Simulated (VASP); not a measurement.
Wanted: the native input for a VASP 6.6.1 run.

| Quantity | Value |
| --- | --- |
| Task | single point |
| Functional | PBE |
| Potentials or basis | VASP PAW PBE potentials, release 64 (C) |
| Cutoff | 520 eV |
| k mesh | 18 × 18 × 2 |
| Occupations | gaussian, width 0.01 eV |
| Spin | no spin polarisation |
| Dipole correction | no |
| Further INCAR settings | ALGO = Normal; EDIFF = 1e-07; NBANDS = 36 |

The structure of C lies in POSCAR:

```
C
1.0
    2.5158465834      0.0000000000      0.0000000000
   -1.2579232917      2.1787870533      0.0000000000
    0.0000000000      0.0000000000     25.4182800695
C
12
Direct
    0.0000000000      0.0000000000      0.9174961629
    0.3333333333      0.6666666667      0.9174946327
    0.0000000000      0.0000000000      0.7491720340
    0.3333333333      0.6666666667      0.7491705038
    0.6666666667      0.3333333333      0.2508294962
    0.0000000000      0.0000000000      0.2508279660
    0.6666666667      0.3333333333      0.0825053673
    0.0000000000      0.0000000000      0.0825038371
    0.3333333333      0.6666666667      0.5841628296
    0.6666666667      0.3333333333      0.5841612994
    0.3333333333      0.6666666667      0.4158387006
    0.6666666667      0.3333333333      0.4158371704
```

This cell differs from its parent crystal: biaxial strain in the a-b plane: +2.0 %.

One way to write it, as run:

INCAR

```
SYSTEM = C
PREC     = Accurate       ! precision mode
ENCUT    = 520            ! plane-wave cutoff, eV
EDIFF    = 1E-7           ! SCF threshold, eV
ISMEAR   = 0              ! smearing method
SIGMA    = 0.01           ! smearing width, eV
LREAL    = .False.        ! projectors in reciprocal space
LASPH    = .True.         ! aspherical terms in the spheres
NELM     = 60             ! most SCF steps
ALGO     = Normal         ! electronic algorithm
ISIF     = 2              ! what is computed and relaxed
LWAVE    = .False.        ! write WAVECAR
LCHARG   = .True.         ! write CHGCAR
GGA      = PE             ! functional
LELF     = .True.         ! ELF
LVHAR    = .True.       
NBANDS   = 36             ! bands
```

KPOINTS

```
Automatic mesh
0
Gamma
  18 18 2
  0 0 0
```

Potentials or basis: VASP PAW PBE potentials, release 64 (C).

The run is started by

```bash
$ cat potpaw_PBE.64/C/POTCAR > POTCAR
$ mpirun -np 1 vasp_std > vasp.out
```

Results of the run:

* Pressure: -11.5 GPa

Caveat: the cell differs from its parent crystal (biaxial strain in the a-b plane: +2.0 %); the cell stands under tension; this functional lacks dispersion, which binds the layers, so the pressure and a relaxed spacing across them are unreliable.

Run time: 3.1 min on 1 thread of AMD EPYC 9R45 (Zen 5) (shared host), peak memory 0.37 GiB.
